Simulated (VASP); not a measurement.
**MgS: single point with HSE06**

The system is MgS.

```
S Mg
1.0
     0.00000    2.54854    2.54854
     2.54854    0.00000    2.54854
     2.54854    2.54854    0.00000
S Mg
1 1
Direct
  0.50000 0.50000 0.50000
  0.00000 0.00000 0.00000
```

* Program: VASP 6.6.1
* Task: single point
* Functional: HSE06
* Potentials or basis: VASP PAW PBE potentials, release 64 (S, Mg)
* Cutoff: 520 eV
* k mesh: 6 × 6 × 6
* Occupations: fermi-dirac, width 0.05 eV
* Spin: no spin polarisation
* Dipole correction: no
* Grid for exact exchange (PRECFOCK): Normal
* Further INCAR settings: ALGO = Normal; EDIFF = 1e-06; NBANDS = 11
* Share of exact exchange: 0.25
* Screening parameter: 0.2079 1/Å

The pressure is 4.8 GPa and the band gap on the k mesh is 3.90 eV (least direct gap 5.34 eV).

Levels at points of the mesh, in eV from the valence-band top:
```csv
k point,band 1,band 2,band 3,band 4,band 5,band 6,band 7,band 8
"(0.00, 0.00, 0.00)",-14.36,0.00,0.00,0.00,5.34,9.07,9.07,9.07
"(0.50, 0.00, 0.00)",-12.75,-5.64,-0.73,-0.73,5.65,8.14,8.14,12.28
"(0.50, 0.50, 0.00)",-12.28,-4.96,-2.00,-2.00,3.90,5.14,14.18,14.54
```

Wall time 27 min on 1 thread of Intel Xeon 8259CL, with other jobs on the host, peak memory 0.28 GiB.

Caveat: the cell stands under pressure; the PAW data sets were made with another functional, which shifts forces and pressure a little. A k mesh can miss the band edges.
